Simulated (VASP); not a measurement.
# MgZrC (P-6m2) in VASP: notebook

MgZrC is run at these levels: PBE; tasks: single point, relaxation of cell and atoms.

All numbers are computed with VASP 6.6.1; they aren't measurements. Logs are shortened: lines on timing, memory, paths and dates and some standing lists are left out, and cuts for length are marked.

**1. The cell of the first run**

Symmetry: P-6m2, No. 187, hexagonal system. Conventional cell: a = 4.523 Å, b = 4.523 Å, c = 2.762 Å, α = 90.00°, β = 90.00°, γ = 120.00°. Mg (site symmetry -6m2) has 3 Zr at 2.61 Å and 2 Mg at 2.76 Å and 6 C at 2.95 Å within 3.4 Å. Within 3.4 Å of Zr (site symmetry -6m2) lie 3 Mg at 2.61 Å and 2 Zr at 2.76 Å and 6 C at 2.95 Å. C (site symmetry -6m2) has 2 C at 2.76 Å and 6 Mg at 2.95 Å and 6 Zr at 2.95 Å within 3.6 Å.

The cell was generated, and may not be a known phase.

**2. Single point, PBE**

INCAR reads:

```
ALGO     = Normal         # electronic algorithm
EDIFF    = 1E-6           # SCF threshold, eV
ENCUT    = 520            # plane-wave cutoff, eV
GGA      = PE             # functional
ISIF     = 2              # what is computed and relaxed
ISMEAR   = 0              # smearing method
LASPH    = True           # aspherical terms in the spheres
LCHARG   = True           # write CHGCAR
LELF     = True           # ELF
LREAL    = False          # projectors in reciprocal space
LVHAR    = True         
LWAVE    = False          # write WAVECAR
NBANDS   = 16             # bands
NELM     = 80             # most SCF steps
PREC     = Accurate       # precision mode
SIGMA    = 0.1            # smearing width, eV
```

KPOINTS reads:

```
k-points
0
Gamma
  12 12 16
```

POSCAR reads:

```
MgZrC
1.0
    4.5226351716      0.0000000000      0.0000000000
   -2.2613175858      3.9167169507      0.0000000000
    0.0000000000      0.0000000000      2.7619563880
Mg Zr C
1 1 1
Direct
    0.3333333333      0.6666666667      0.0000000000
    0.0000000000      0.0000000000      0.0000000000
    0.6666666667      0.3333333333      0.5000000000
```

Potentials or basis: VASP PAW PBE potentials, release 64 (Mg, Zr_sv, C).

Run with:

```console
cat potpaw_PBE.64/Mg/POTCAR potpaw_PBE.64/Zr_sv/POTCAR potpaw_PBE.64/C/POTCAR > POTCAR
mpirun -np 1 vasp_std > vasp.out
```

OUTCAR:

```text
EDIFF = 1E-6
   ENCUT = 520
   GGA = PE
   ISIF = 2
   ISMEAR = 0
   LASPH = True
   LREAL = False
   NELM = 80
   PREC = Accurate

 ion  position               nearest neighbor table
   1  0.333  0.667  0.000-   2 2.61   2 2.61   2 2.61
   2  0.000  0.000  0.000-   1 2.61   1 2.61   1 2.61   3 2.95   3 2.95   3 2.95   3 2.95   3 2.95
                             3 2.95
   3  0.667  0.333  0.500-   2 2.95   2 2.95   2 2.95   2 2.95   2 2.95   2 2.95

  LATTYP: Found a hexagonal cell.
 ALAT       =     4.5226351716
 C/A-ratio  =     0.6106962607

  Lattice vectors:

 A1 = (   4.5226351716,   0.0000000000,   0.0000000000)
 A2 = (  -2.2613175858,   3.9167169507,   0.0000000000)
 A3 = (   0.0000000000,   0.0000000000,   2.7619563880)

Analysis of symmetry for initial positions (statically):
=====================================================================
 Subroutine PRICEL returns:
 Original cell was already a primitive cell.

 Routine SETGRP: Setting up the symmetry group for a
 hexagonal supercell.

 Subroutine GETGRP returns: Found 12 space group operations
 (whereof 12 operations were pure point group operations)
 out of a pool of 24 trial point group operations.

The static configuration has the point symmetry D_3h.

Analysis of symmetry for dynamics (positions and initial velocities):
=====================================================================
 Subroutine PRICEL returns:
 Original cell was already a primitive cell.

 Routine SETGRP: Setting up the symmetry group for a
 hexagonal supercell.

 Subroutine GETGRP returns: Found 12 space group operations
 (whereof 12 operations were pure point group operations)
 out of a pool of 24 trial point group operations.

The dynamic configuration has the point symmetry D_3h.

 Subroutine INISYM returns: Found 12 space group operations
 (whereof 12 operations are pure point group operations),
 and found     1 'primitive' translations

----------------------------------------------------------------------------------------

                                     Primitive cell

  volume of cell :      48.9250

  direct lattice vectors                    reciprocal lattice vectors
     4.522635172  0.000000000  0.000000000     0.221110030  0.127657936  0.000000000
    -2.261317586  3.916716951  0.000000000     0.000000000  0.255315871  0.000000000
     0.000000000  0.000000000  2.761956388     0.000000000  0.000000000  0.362062198

  length of vectors
     4.522635172  4.522635172  2.761956388     0.255315871  0.255315871  0.362062198

  position of ions in fractional coordinates (direct lattice)
     0.333333333  0.666666667  0.000000000
     0.000000000  0.000000000  0.000000000
     0.666666667  0.333333333  0.500000000

  ion indices of the primitive-cell ions
   primitive index   ion index
                 1           1
                 2           2
                 3           3

----------------------------------------------------------------------------------------

 KPOINTS: k-points

Automatic generation of k-mesh.
 Grid dimensions read from file:
 generate k-points for:   12   12   16

 Generating k-lattice:

  Cartesian coordinates                     Fractional coordinates (reciprocal lattice)
     0.018425836  0.010638161  0.000000000     0.083333333 -0.000000000  0.000000000
     0.000000000  0.021276323  0.000000000     0.000000000  0.083333333  0.000000000
     0.000000000  0.000000000  0.022628887     0.000000000  0.000000000  0.062500000

  Length of vectors
     0.021276323  0.021276323  0.022628887

  Shift w.r.t. Gamma in fractional coordinates (k-lattice)
     0.000000000  0.000000000  0.000000000

 Subroutine IBZKPT returns following result:
 ===========================================

 Found    171 irreducible k-points:

 Following reciprocal coordinates:
            Coordinates               Weight
  0.000000  0.000000  0.000000      1.000000
  0.083333  0.000000  0.000000      6.000000
  0.166667  0.000000  0.000000      6.000000
  0.250000  0.000000  0.000000      6.000000
  0.333333  0.000000  0.000000      6.000000
  0.416667  0.000000  0.000000      6.000000
[... 16 lines left out ...]
  0.250000  0.000000  0.062500     12.000000
  0.333333  0.000000  0.062500     12.000000
 [... further k-points ...]
   k-points           NKPTS =    171   k-points in BZ     NKDIM =    171   number of bands    NBANDS=     16
   number of dos      NEDOS =    301   number of ions     NIONS =      3
   total plane-waves  NPLWV =  31104
   dimension x,y,z NGX =    36 NGY =   36 NGZ =   24
   dimension x,y,z NGXF=    72 NGYF=   72 NGZF=   48
   ions per type =               1   1   1
   NGX,Y,Z   is equivalent  to a cutoff of  13.23, 13.23, 14.45 a.u.
   NGXF,Y,Z  is equivalent  to a cutoff of  26.47, 26.47, 28.89 a.u.
 SYSTEM =  unknown system
   PREC   = accura    normal or accurate (medium, high low for compatibility)
   ISTART =      0    job   : 0-new  1-cont  2-samecut
   ICHARG =      2    charge: 1-file 2-atom 10-const
   ISPIN  =      1    spin polarized calculation?
   LNONCOLLINEAR =      F non collinear calculations
   LSORBIT =      F    spin-orbit coupling
   LASPH  =      T    aspherical Exc in radial PAW
   ENCUT  =  520.0 eV  38.22 Ry    6.18 a.u.   8.41  8.41  5.14*2*pi/ulx,y,z
   NELM   =     80;   NELMIN=  2; NELMDL= -5     # of ELM steps
   EDIFF  = 0.1E-05   stopping-criterion for ELM
   LREAL  =      F    real-space projection
   EDIFFG = 0.1E-04   stopping-criterion for IOM
   NSW    =      0    number of steps for IOM
   IBRION =     -1    ionic relax: 0-MD 1-quasi-New 2-CG
   NFREE  =      0    steps in history (QN), initial steepest desc. (CG)
   ISIF   =      2    stress and relaxation
   ISYM   =      2    0-nonsym 1-usesym 2-fastsym
   POTIM  = 0.5000    time-step for ionic-motion
   TEBEG  =    0.0;   TEEND  =   0.0 temperature during run
   PSTRESS=    0.0 pullay stress
   NELECT =      18.0000    total number of electrons
   NUPDOWN=      -1.0000    fix difference up-down
   EMIN   =  10.00;   EMAX   =-10.00  energy-range for DOS
   EFERMI =   0.00;   METHOD = LEGACY
   ISMEAR =     0;   SIGMA  =   0.10  broadening in eV -4-tet -1-fermi 0-gaus
   EFERMI_NEDOS =   21; number of points for ismear=-14 and -15
   IALGO  =     38    algorithm
   IMIX   =      4    mixing-type and parameters
     AMIX     =   0.40;   BMIX     =  1.00
     AMIX_MAG =   1.60;   BMIX_MAG =  1.00
  volume/ion in A,a.u.               =      16.31       110.05
  Fermi-wavevector in a.u.,A,eV,Ry     =   1.173065  2.216772 18.722731  1.376082
  Thomas-Fermi vector in A             =   2.309484
   LORBIT       =      0    0 simple, 1 ext, 2 COOP (PROOUT), +10 PAW based schemes
   GGA     = PE    functional components
   LHFCALC =     F    Hartree Fock is set to
   AEXX    =    0.0000 exact exchange contribution
   IVDW    =     0    specifies the selected vdW correction
   LEPSILON=     F    determine dielectric tensor
   LRPA    =     F    only Hartree local field effects (RPA)
 non-spin polarized calculation
 Gauss-broadening in eV      SIGMA  =   0.10
  energy-cutoff  :      520.00
  volume of cell :       48.92
 maximum number of plane-waves:      1342
 NGX is ok and might be reduce to    36

 number of electron      18.0000000 magnetization

 Free energy of the ion-electron system (eV)
  ---------------------------------------------------
  ext. energy  EPLUGINS =         0.00000000
  ---------------------------------------------------
  free energy    TOTEN  =       -13.71508038 eV

  energy without entropy =      -13.70613870  energy(sigma->0) =      -13.71060954

 E-fermi :   6.5685     XC(G=0): -10.6019

 val. band max:        6.5582090592   @ k =   0.1667   0.1667   0.0625
 cond. band min:       6.5711285353   @ k =   0.3333   0.2500   0.5000
 fundamental gap:      0.0129194761
 Fermi energy:         6.5685066551

 k-point     1 :       0.0000    0.0000    0.0000
  band No.  band energies     occupation
      1     -42.4442      2.00000
      2     -20.6225      2.00000
      3     -20.6225      2.00000
      4     -19.4469      2.00000
      5      -4.1196      2.00000
      6       3.3117      2.00000
[... 8 lines left out ...]
     15      12.7369      0.00000
     16      12.7369      0.00000

 k-point     2 :       0.0833    0.0000    0.0000
  band No.  band energies     occupation
      1     -42.4441      2.00000
      2     -20.6247      2.00000
      3     -20.6229      2.00000
      4     -19.4469      2.00000
      5      -4.0786      2.00000
      6       2.8547      2.00000
[... 8 lines left out ...]
     15      12.5501      0.00000
     16      12.8153      0.00000

 k-point     3 :       0.1667    0.0000    0.0000
  band No.  band energies     occupation
      1     -42.4439      2.00000
      2     -20.6307      2.00000
      3     -20.6240      2.00000
      4     -19.4467      2.00000
      5      -3.9639      2.00000
      6       2.2555      2.00000
[... 8 lines left out ...]
     15      12.2688      0.00000
     16      13.0353      0.00000

 k-point     4 :       0.2500    0.0000    0.0000
  band No.  band energies     occupation
      1     -42.4435      2.00000
      2     -20.6388      2.00000
      3     -20.6255      2.00000
      4     -19.4465      2.00000
      5      -3.7999      2.00000
      6       1.7646      2.00000
[... 8 lines left out ...]
     15      11.9582      0.00000
     16      13.3613      0.00000
[... 324 lines left out ...]
 k-point    22 :       0.1667    0.0000    0.0625
  band No.  band energies     occupation
      1     -42.4351      2.00000
      2     -20.6223      2.00000
      3     -20.6157      2.00000
      4     -19.5192      2.00000
      5      -3.9044      2.00000
      6       2.3237      2.00000
[... 8 lines left out ...]
     15      12.3134      0.00000
     16      13.1711      0.00000

 k-point    23 :       0.2500    0.0000    0.0625
  band No.  band energies     occupation
      1     -42.4348      2.00000
      2     -20.6304      2.00000
      3     -20.6172      2.00000
      4     -19.5189      2.00000
      5      -3.7438      2.00000
      6       1.8343      2.00000
[... 8 lines left out ...]
     15      12.0004      0.00000
     16      13.4678      0.00000

 k-point    24 :       0.3333    0.0000    0.0625
  band No.  band energies     occupation
      1     -42.4345      2.00000
      2     -20.6384      2.00000
      3     -20.6187      2.00000
      4     -19.5186      2.00000
      5      -3.5742      2.00000
      6       1.4815      2.00000
[... 8 lines left out ...]
     15      11.6505      0.00000
     16      13.8243      0.00000

 [... further k-points ...]

------------------------ aborting loop because EDIFF is reached ----------------------------------------

  FORCE on cell =-STRESS in cart. coord.  units (eV):
  Direction    XX          YY          ZZ          XY          YZ          ZX
  --------------------------------------------------------------------------------------
  -------------------------------------------------------------------------------------
  Total        0.0038177      0.0038177      0.0102414      0.0000000      0.0000000     -0.0000000
  in kB        0.1250202      0.1250202      0.3353816      0.0000000      0.0000000     -0.0000000
  external PRESSURE =       0.1951407 kB  Pullay stress =       0.0000000 kB

 VOLUME and BASIS-vectors are now :
 -----------------------------------------------------------------------------
  energy-cutoff  :      520.00
  volume of cell :       48.92
      direct lattice vectors                 reciprocal lattice vectors
     4.522635172  0.000000000  0.000000000     0.221110030  0.127657936  0.000000000
    -2.261317586  3.916716951  0.000000000     0.000000000  0.255315871  0.000000000
     0.000000000  0.000000000  2.761956388     0.000000000  0.000000000  0.362062198

 POSITION                                       TOTAL-FORCE (eV/Angst)
 -----------------------------------------------------------------------------------
     -0.00000      2.61114      0.00000        -0.000000      0.000000      0.000000
      0.00000      0.00000      0.00000         0.000000      0.000000      0.000000
      2.26132      1.30557      1.38098         0.000000      0.000000      0.000000
 -----------------------------------------------------------------------------------
    total drift:                               -0.000000      0.000000     -0.000000

  FREE ENERGIE OF THE ION-ELECTRON SYSTEM (eV)
  ---------------------------------------------------
  free  energy   TOTEN  =       -13.7150803799 eV

  energy  without entropy=      -13.7061387050  energy(sigma->0) =      -13.71060954
```

It took 75 s on 1 thread of Intel Xeon 6975P-C (Granite Rapids), shared host; peak memory 0.29 GiB.

Results:

| Item | Value |
| --- | --- |
| Free energy | -13.7151 eV |
| Pressure | 0.0 GPa |
| Band gap on the k mesh | zero (bands 9 and 10 overlap by 0.94 eV) |

Levels at points of the mesh, in eV from the Fermi level:
```tsv
k point	band 5	band 6	band 7	band 8	band 9	band 10	band 11	band 12	band 13	band 14
(0.00, 0.00, 0.00)	-10.69	-3.26	-3.26	-2.47	-1.60	1.55	1.55	2.60	4.29	4.29
(0.50, 0.00, 0.00)	-10.01	-5.44	-2.41	-2.13	-0.63	0.27	2.20	2.91	3.91	4.21
(0.00, 0.00, 0.50)	-8.20	-4.30	-1.83	-1.83	0.48	0.48	0.69	0.69	1.42	2.49
(0.50, 0.00, 0.50)	-8.25	-3.33	-2.82	-2.70	-0.17	0.84	1.66	1.84	2.53	4.31
```

**3. Relaxation of cell and atoms, PBE**

This run uses another cell than the first one, of the same volume but with other edges.

INCAR reads:

```
PREC = Accurate
ENCUT = 600
EDIFF = 1E-6
ISMEAR = 0
SIGMA = 0.1
LREAL = F
LASPH = T
NELM = 80
ALGO = Normal
ISIF = 3
LWAVE = F
LCHARG = F
GGA = PE
IBRION = 2
NSW = 100
EDIFFG = -0.01
```

KPOINTS reads:

```
regular mesh
0
Gamma
  12 12 16
```

POSCAR reads:

```
MgZrC
1.0
    4.4532315460      0.0000000000      0.0000000000
   -2.2266157730      3.8566116478      0.0000000000
    0.0000000000      0.0000000000      2.8432037577
Mg Zr C
1 1 1
Direct
    0.3333333333      0.6666666667      0.0000000000
    0.0000000000      0.0000000000      0.0000000000
    0.6666666667      0.3333333333      0.5000000000
```

Potentials or basis: VASP PAW PBE potentials, release 64 (Mg, Zr_sv, C).

Run with:

```console
cat potpaw_PBE.64/Mg/POTCAR potpaw_PBE.64/Zr_sv/POTCAR potpaw_PBE.64/C/POTCAR > POTCAR
mpirun -np 1 vasp_std > vasp.out
```

Run time: 2.5 min. Hardware: 1 thread of Intel Xeon 6975P-C (Granite Rapids), shared host; peak memory 0.32 GiB.

The run converged. Its results:

```yaml
Free_energy: -13.7151 eV
Relaxed_volume: 16.33 Å³/atom
Relaxed_cell: a = 4.524 Å, b = 4.524 Å, c = 2.763 Å, α = 90.00°, β = 90.00°, γ = 120.00°
Space_group_after_relaxing_to_0.1_Å: P-6m2 (No. 187)
Energy_gained_by_relaxing: 5.7 meV/atom
Ionic_steps: 5
Pressure_after_relaxing: -0.1 GPa
Band_gap_on_the_k_mesh: zero (bands 9 and 10 overlap by 0.94 eV)
```

The path:
```
step  energy change (eV)  largest force (eV/Å)  pressure (GPa)  volume (Å³)
   1              0.0000                0.0000           -0.04        48.83
   2             -0.0116                0.0000            0.06        48.80
   3             -0.0170                0.0000            0.25        48.74
   4             -0.0170                0.0000            0.27        48.74
   5             -0.0171                0.0000           -0.07        48.98
```

Final structure:
```
CELL_PARAMETERS angstrom
4.52446 0.00000 0.00000
-2.26223 3.91830 0.00000
0.00000 0.00000 2.76289
ATOMIC_POSITIONS crystal
Mg 0.33333 0.66667 0.00000
Zr 0.00000 0.00000 0.00000
C 0.66667 0.33333 0.50000
```

Levels at points of the mesh, in eV from the Fermi level:
```csv
k point,band 7,band 8,band 9,band 10,band 11,band 12
"(0.00, 0.00, 0.00)",-3.25,-2.47,-1.60,1.55,1.55,2.60
"(0.50, 0.00, 0.00)",-2.40,-2.13,-0.63,0.27,2.19,2.91
"(0.00, 0.00, 0.50)",-1.83,-1.83,0.48,0.48,0.69,0.69
"(0.50, 0.00, 0.50)",-2.82,-2.70,-0.17,0.83,1.66,1.84
```
